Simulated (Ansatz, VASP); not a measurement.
**Ir in VASP and in Ansatz**

```
Ir
1.0
     2.58512    0.00000    0.00000
     0.00000    2.58512    0.00000
     0.00000    0.00000    2.58512
Ir
1
Cartesian
  0.0000 0.0000 0.0000
```

Alike in both runs: functional RPBE; k mesh 13 × 13 × 13; occupations fermi-dirac, width 0.1 eV; no spin polarisation.

Ansatz relaxed the structure, and its values are those at the end. VASP's run is a single point on that final structure, the one shown.

```csv
,VASP,Ansatz
version,VASP 6.6.1,Ansatz 0.2.0
potentials or method,"VASP PAW PBE potentials, release 64 (Ir), cutoff 520 eV","plane waves (420 eV) with PAW, scalar-relativistic"
valence electrons in the cell,9,17
```

|  | VASP | Ansatz | Ansatz less VASP |
| --- | --- | --- | --- |
| pressure (GPa) | 0.0 | 0.0 | -0.07 |

VASP's potentials were made for PBE, not for RPBE. VASP's potentials hold 9 valence electrons a cell and Ansatz's 17, so a difference there can come from the potentials and not from the codes.

Spin-orbit coupling is off throughout.
